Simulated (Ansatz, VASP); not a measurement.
YN in VASP and in Ansatz

```
Y N
1.0
    -0.02301    2.42960    2.42960
     2.42960   -0.02301    2.42960
     2.42960    2.42960   -0.02301
Y N
1 1
Direct
  0.00000 0.00000 0.00000
  0.50000 0.50000 0.50000
```

Change from the starting cell: strained cell.

Alike in both runs: task relaxation of the atoms; functional PBEsol; k mesh 12 × 12 × 12; occupations gaussian, width 0.01 eV; no spin polarisation.

|  | VASP | Ansatz |
| --- | --- | --- |
| version | VASP 6.6.1 | Ansatz 0.2.0 |
| potentials or method | VASP PAW PBE potentials, release 64 (Y_sv, N), cutoff 520 eV | scalar-relativistic, plane waves, PAW |
| valence electrons in the cell | 16 | 16 |

```csv
,VASP,Ansatz,Ansatz less VASP
"gap on the k mesh at the Fermi level, each at its own relaxed structure (eV)",0.06,0.06,+0.001
```

VASP's potentials were made for PBE, not for PBEsol, and Ansatz warns of the same on its side. Ansatz's warnings: stress scf threshold loose.

Noted on VASP's run: the relaxation stopped at its first step, so nothing moved.
